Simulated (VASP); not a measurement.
Wanted: the native input for a VASP 6.6.1 run.

```
Task                   : single point
Functional             : PBE
Potentials or basis    : VASP PAW PBE potentials, release 64 (Ti_sv, B)
Cutoff                 : 500 eV
k mesh                 : 8 × 8 × 4
Occupations            : gaussian, width 0.2 eV
Spin                   : no spin polarisation
Dipole correction      : no
Further INCAR settings : ALGO = Normal; EDIFF = 1e-06; NBANDS = 16
```

The structure of TiB2 lies in POSCAR:

```
TiB2
1.0
    2.6203244661      0.0000000000      0.0000000000
   -1.3101622330      2.2692675538      0.0000000000
    0.0000000000      0.0000000000      6.0184171617
Ti B
1 2
Direct
    0.0000000000      0.0000000000      0.0000000000
    0.0000000000      0.0000000000      0.3624116174
    0.0000000000      0.0000000000      0.6375883826
```

One way to write it, as run:

INCAR

```
SYSTEM = TiB2
PREC = Accurate
ENCUT = 500
EDIFF = 1E-6
ISMEAR = 0
SIGMA = 0.2
LREAL = .False.
LASPH = .True.
NELM = 120
ALGO = Normal
ISIF = 2
LWAVE = .False.
LCHARG = .False.
GGA = PE
NBANDS = 16
GGA_COMPAT = .False.
```

KPOINTS

```
regular mesh
0
Gamma
  8 8 4
  0 0 0
```

Potentials or basis: VASP PAW PBE potentials, release 64 (Ti_sv, B).

The run is started by

```bash
$ cat potpaw_PBE.64/Ti_sv/POTCAR potpaw_PBE.64/B/POTCAR > POTCAR
$ mpirun -np 1 vasp_std > vasp.out
```

It gave:

```json
{"Pressure": "-0.1 GPa", "Largest force": "0.020 eV/Å", "Band gap on the k mesh": "zero (band 9 reaches 7.37 eV, above the bottom of band 10 at 4.86 eV)"}
```

Run time: 7.9 s on 1 thread of Intel(R) Xeon(R) 6975P-C (Granite Rapids) (shared host), peak memory 0.15 GiB.
